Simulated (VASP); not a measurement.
# LaGe2H2 in VASP: single point with r2SCAN

Aim: the single point of LaGe2H2 with r2SCAN.

All numbers are computed with VASP 6.6.1; they aren't measurements. Logs are shortened: lines on timing, memory, paths and dates and some standing lists are left out, and cuts for length are marked.

## 1. The cell of the first run

The typed cell holds 5 atoms: a = 4.108 Å, b = 4.108 Å, c = 6.705 Å, α = 90.00°, β = 90.00°, γ = 60.00°.

## 2. Single point, r2SCAN

File POSCAR:

```
LaGe2H2
1.0
    2.0540770000      3.5577640000      0.0000000000
   -2.0540770000      3.5577640000      0.0000000000
    0.0000000000      0.0000000000      6.7047890000
Ge H La
2 2 1
Direct
    0.3333000000      0.3334000000      0.2719200000
    0.6667000000      0.6666000000      0.7280800000
    0.3333000000      0.3334000000      0.6387000000
    0.6667000000      0.6666000000      0.3613000000
    0.0000000000      0.0000000000      0.0000000000
```

File INCAR.step1:

```
PREC = Accurate
ENCUT = 520
ISMEAR = -1
SIGMA = 0.1
LREAL = False
LASPH = True
NELM = 80
NBANDS = 28
GGA = PE
ALGO = Normal
EDIFF = 1E-4
LWAVE = True
LCHARG = False
```

File INCAR.step2:

```
PREC = Accurate
ENCUT = 520
EDIFF = 1E-6
ISMEAR = -1
SIGMA = 0.1
LREAL = False
LASPH = True
NELM = 80
ALGO = Normal
ISIF = 2
LWAVE = False
LCHARG = False
METAGGA = R2SCAN
LMIXTAU = True
NBANDS = 28
ISTART = 1
```

File KPOINTS:

```
Automatic mesh
0
Gamma
  9 9 5
```

Potentials or basis: VASP PAW PBE potentials, release 64 (Ge_d, H, La).

Run with:

```console
$ cat potpaw_PBE.64/Ge_d/POTCAR potpaw_PBE.64/H/POTCAR potpaw_PBE.64/La/POTCAR > POTCAR
$ cp INCAR.step1 INCAR
$ mpirun -np 1 vasp_std > vasp.out
$ cp INCAR.step2 INCAR
$ mpirun -np 1 vasp_std > vasp.out
```

OUTCAR:

```text
PREC = Accurate
   ENCUT = 520
   EDIFF = 1E-6
   ISMEAR = -1
   LREAL = False
   LASPH = True
   NELM = 80
   ISIF = 2
   METAGGA = R2SCAN
   ISTART = 1

 ion  position               nearest neighbor table
   1  0.333  0.333  0.272-   5 2.99   5 2.99   5 2.99
   2  0.667  0.667  0.728-   5 2.99   5 2.99   5 2.99
   3  0.333  0.333  0.639-
   4  0.667  0.667  0.361-
   5  0.000  0.000  0.000-   2 2.99   1 2.99   2 2.99   1 2.99   2 2.99   1 2.99

  LATTYP: Found a hexagonal cell.
 ALAT       =     4.1081525047
 C/A-ratio  =     1.6320691582

  Lattice vectors:

 A1 = (   2.0540770000,  -3.5577640000,   0.0000000000)
 A2 = (   2.0540770000,   3.5577640000,   0.0000000000)
 A3 = (   0.0000000000,   0.0000000000,   6.7047890000)

Analysis of symmetry for initial positions (statically):
=====================================================================
 Subroutine PRICEL returns:
 Original cell was already a primitive cell.

 Routine SETGRP: Setting up the symmetry group for a
 hexagonal supercell.

 Subroutine GETGRP returns: Found  4 space group operations
 (whereof  4 operations were pure point group operations)
 out of a pool of 24 trial point group operations.

The static configuration has the point symmetry C_2h.

Analysis of symmetry for dynamics (positions and initial velocities):
=====================================================================
 Subroutine PRICEL returns:
 Original cell was already a primitive cell.

 Routine SETGRP: Setting up the symmetry group for a
 hexagonal supercell.

 Subroutine GETGRP returns: Found  4 space group operations
 (whereof  4 operations were pure point group operations)
 out of a pool of 24 trial point group operations.

The dynamic configuration has the point symmetry C_2h.

 Subroutine INISYM returns: Found  4 space group operations
 (whereof  4 operations are pure point group operations),
 and found     1 'primitive' translations

----------------------------------------------------------------------------------------

                                     Primitive cell

  volume of cell :      97.9961

  direct lattice vectors                    reciprocal lattice vectors
     2.054077000  3.557764000  0.000000000     0.243418333  0.140537709  0.000000000
    -2.054077000  3.557764000  0.000000000    -0.243418333  0.140537709  0.000000000
     0.000000000  0.000000000  6.704789000     0.000000000  0.000000000  0.149147125

  length of vectors
     4.108152505  4.108152505  6.704789000     0.281075315  0.281075315  0.149147125

  position of ions in fractional coordinates (direct lattice)
     0.333300000  0.333400000  0.271920000
     0.666700000  0.666600000  0.728080000
     0.333300000  0.333400000  0.638700000
     0.666700000  0.666600000  0.361300000
     0.000000000  0.000000000  0.000000000

  ion indices of the primitive-cell ions
   primitive index   ion index
                 1           1
                 2           2
                 3           3
                 4           4
                 5           5

----------------------------------------------------------------------------------------

 KPOINTS: Automatic mesh

Automatic generation of k-mesh.
 Grid dimensions read from file:
 generate k-points for:    9    9    5

 Generating k-lattice:

  Cartesian coordinates                     Fractional coordinates (reciprocal lattice)
     0.027046481  0.015615301  0.000000000     0.111111111 -0.000000000  0.000000000
    -0.027046481  0.015615301  0.000000000    -0.000000000  0.111111111  0.000000000
     0.000000000  0.000000000  0.029829425     0.000000000  0.000000000  0.200000000

  Length of vectors
     0.031230591  0.031230591  0.029829425

  Shift w.r.t. Gamma in fractional coordinates (k-lattice)
     0.000000000  0.000000000  0.000000000

 Subroutine IBZKPT returns following result:
 ===========================================

 Found    115 irreducible k-points:

 Following reciprocal coordinates:
            Coordinates               Weight
  0.000000  0.000000  0.000000      1.000000
  0.111111 -0.000000  0.000000      4.000000
 -0.000000  0.111111  0.000000      2.000000
  0.222222 -0.000000  0.000000      4.000000
 -0.000000  0.222222  0.000000      2.000000
  0.333333 -0.000000  0.000000      4.000000
[... 16 lines left out ...]
  0.333333 -0.444444  0.000000      4.000000
 -0.222222  0.333333  0.000000      4.000000
 [... further k-points ...]
   k-points           NKPTS =    115   k-points in BZ     NKDIM =    115   number of bands    NBANDS=     28
   number of dos      NEDOS =    301   number of ions     NIONS =      5
   total plane-waves  NPLWV =  51200
   dimension x,y,z NGX =    32 NGY =   32 NGZ =   50
   dimension x,y,z NGXF=    64 NGYF=   64 NGZF=  100
   ions per type =               2   2   1
   NGX,Y,Z   is equivalent  to a cutoff of  12.95, 12.95, 12.40 a.u.
   NGXF,Y,Z  is equivalent  to a cutoff of  25.90, 25.90, 24.80 a.u.
 SYSTEM =  unknown system
   PREC   = accura    normal or accurate (medium, high low for compatibility)
   ISTART =      1    job   : 0-new  1-cont  2-samecut
   ICHARG =      0    charge: 1-file 2-atom 10-const
   ISPIN  =      1    spin polarized calculation?
   LNONCOLLINEAR =      F non collinear calculations
   LSORBIT =      F    spin-orbit coupling
   LASPH  =      T    aspherical Exc in radial PAW
   ENCUT  =  520.0 eV  38.22 Ry    6.18 a.u.   7.64  7.64 12.47*2*pi/ulx,y,z
   NELM   =     80;   NELMIN=  2; NELMDL=  0     # of ELM steps
   EDIFF  = 0.1E-05   stopping-criterion for ELM
   LREAL  =      F    real-space projection
   EDIFFG = 0.1E-04   stopping-criterion for IOM
   NSW    =      0    number of steps for IOM
   IBRION =     -1    ionic relax: 0-MD 1-quasi-New 2-CG
   NFREE  =      0    steps in history (QN), initial steepest desc. (CG)
   ISIF   =      2    stress and relaxation
   ISYM   =      2    0-nonsym 1-usesym 2-fastsym
   POTIM  = 0.5000    time-step for ionic-motion
   TEBEG  =    0.0;   TEEND  =   0.0 temperature during run
   PSTRESS=    0.0 pullay stress
   NELECT =      41.0000    total number of electrons
   NUPDOWN=      -1.0000    fix difference up-down
   EMIN   =  10.00;   EMAX   =-10.00  energy-range for DOS
   EFERMI =   0.00;   METHOD = LEGACY
   ISMEAR =    -1;   SIGMA  =   0.10  broadening in eV -4-tet -1-fermi 0-gaus
   EFERMI_NEDOS =   21; number of points for ismear=-14 and -15
   IALGO  =     38    algorithm
   IMIX   =      4    mixing-type and parameters
     AMIX     =   0.40;   BMIX     =  1.00
     AMIX_MAG =   1.60;   BMIX_MAG =  1.00
  volume/ion in A,a.u.               =      19.60       132.26
  Fermi-wavevector in a.u.,A,eV,Ry     =   1.224428  2.313833 20.398168  1.499223
  Thomas-Fermi vector in A             =   2.359503
   LORBIT       =      0    0 simple, 1 ext, 2 COOP (PROOUT), +10 PAW based schemes
   METAGGA = R2SCAN    functional components
   LHFCALC =     F    Hartree Fock is set to
   AEXX    =    0.0000 exact exchange contribution
   IVDW    =     0    specifies the selected vdW correction
   LEPSILON=     F    determine dielectric tensor
   LRPA    =     F    only Hartree local field effects (RPA)
 non-spin polarized calculation
  energy-cutoff  :      520.00
  volume of cell :       98.00
 maximum number of plane-waves:      2665
   NGX = 15   NGY = 15   NGZ = 25

 number of electron      41.0000002 magnetization

 Free energy of the ion-electron system (eV)
  ---------------------------------------------------
  ext. energy  EPLUGINS =         0.00000000
  ---------------------------------------------------
  free energy    TOTEN  =       -60.99487245 eV

  energy without entropy =      -60.88981073  energy(sigma->0) =      -60.94234159

 E-fermi :   4.4981     XC(G=0): -10.1817

 val. band max:        4.4696404493   @ k =   0.4444  -0.0000   0.0000
 cond. band min:       4.5077623612   @ k =  -0.3333  -0.4444   0.4000
 fundamental gap:      0.0381219119
 Fermi energy:         4.4980861963

 k-point     1 :       0.0000    0.0000    0.0000
  band No.  band energies     occupation
      1     -29.0225      2.00000
      2     -20.4717      2.00000
      3     -20.4716      2.00000
      4     -20.4700      2.00000
      5     -20.4700      2.00000
      6     -20.4436      2.00000
[... 20 lines left out ...]
     27       7.3353      0.00000
     28       7.3368      0.00000

 k-point     2 :       0.1111   -0.0000    0.0000
  band No.  band energies     occupation
      1     -29.0162      2.00000
      2     -20.4713      2.00000
      3     -20.4712      2.00000
      4     -20.4703      2.00000
      5     -20.4694      2.00000
      6     -20.4443      2.00000
[... 20 lines left out ...]
     27       7.2970      0.00000
     28       7.3696      0.00000

 k-point     3 :      -0.0000    0.1111    0.0000
  band No.  band energies     occupation
      1     -29.0162      2.00000
      2     -20.4713      2.00000
      3     -20.4712      2.00000
      4     -20.4703      2.00000
      5     -20.4694      2.00000
      6     -20.4443      2.00000
[... 20 lines left out ...]
     27       7.2970      0.00000
     28       7.3699      0.00000

 k-point     4 :       0.2222   -0.0000    0.0000
  band No.  band energies     occupation
      1     -29.0003      2.00000
      2     -20.4714      2.00000
      3     -20.4700      2.00000
      4     -20.4698      2.00000
      5     -20.4678      2.00000
      6     -20.4451      2.00000
[... 578 lines left out ...]
     27       7.3974      0.00000
     28       7.4197      0.00000

 k-point    23 :       0.3333   -0.4444    0.0000
  band No.  band energies     occupation
      1     -28.9648      2.00000
      2     -20.4712      2.00000
      3     -20.4685      2.00000
      4     -20.4669      2.00000
      5     -20.4649      2.00000
      6     -20.4459      2.00000
[... 20 lines left out ...]
     27       7.3972      0.00000
     28       7.4197      0.00000

 k-point    24 :      -0.2222    0.3333    0.0000
  band No.  band energies     occupation
      1     -28.9648      2.00000
      2     -20.4712      2.00000
      3     -20.4685      2.00000
      4     -20.4668      2.00000
      5     -20.4649      2.00000
      6     -20.4459      2.00000
[... 20 lines left out ...]
     27       7.3973      0.00000
     28       7.4197      0.00000

 [... further k-points ...]
[... 5 lines left out ...]
  --------------------------------------------------------------------------------------
  -------------------------------------------------------------------------------------
  Total       -0.1279000     -0.1318597     -3.1425749     -0.0034293     -0.0016513      0.0028601
  in kB       -2.0910872     -2.1558257    -51.3791900     -0.0560670     -0.0269969      0.0467603
  external PRESSURE =     -18.5420343 kB  Pullay stress =       0.0000000 kB

 VOLUME and BASIS-vectors are now :
 -----------------------------------------------------------------------------
  energy-cutoff  :      520.00
  volume of cell :       98.00
      direct lattice vectors                 reciprocal lattice vectors
     2.054077000  3.557764000  0.000000000     0.243418333  0.140537709  0.000000000
    -2.054077000  3.557764000  0.000000000    -0.243418333  0.140537709  0.000000000
     0.000000000  0.000000000  6.704789000     0.000000000  0.000000000  0.149147125

 POSITION                                       TOTAL-FORCE (eV/Angst)
 -----------------------------------------------------------------------------------
     -0.00021      2.37196      1.82317        -0.000540      0.000312      1.536414
      0.00021      4.74357      4.88162         0.000540     -0.000312     -1.536414
     -0.00021      2.37196      4.28235        -0.000853      0.000492      0.259831
      0.00021      4.74357      2.42244         0.000853     -0.000492     -0.259831
      0.00000      0.00000      0.00000         0.000000      0.000000      0.000000
 -----------------------------------------------------------------------------------
    total drift:                               -0.000000      0.000000      0.000000

  FREE ENERGIE OF THE ION-ELECTRON SYSTEM (eV)
  ---------------------------------------------------
  free  energy   TOTEN  =       -60.9948724503 eV

  energy  without entropy=      -60.8898107284  energy(sigma->0) =      -60.94234159
```

Wall time 29 min (1 thread of Intel Xeon 8259CL, shared host); peak memory 0.46 GiB.

What came out:

* Free energy: -60.9949 eV
* Pressure: -1.9 GPa
* Largest force: 1.536 eV/Å
* Band gap on the k mesh: zero (an odd number of electrons rules out a gap without spin polarisation)

Forces in eV/Å, atoms in the order of the input:
```
Ge  -0.001  0.000  1.536
Ge   0.001  0.000 -1.536
H   -0.001  0.000  0.260
H    0.001  0.000 -0.260
La   0.000  0.000  0.000
```

Stress tensor (GPa, compression positive):
```
-0.21 -0.01  0.00
-0.01 -0.22  0.00
 0.00  0.00 -5.14
```

Caveat: the PAW data sets were made with another functional, which shifts forces and pressure a little; spin-orbit coupling is left out, which moves the levels of the heavy elements; an odd number of electrons without spin polarisation forces a metal; a magnetic or distorted state may lie lower.

The gap in the log of VASP goes by the Fermi energy; the results here count the filled bands.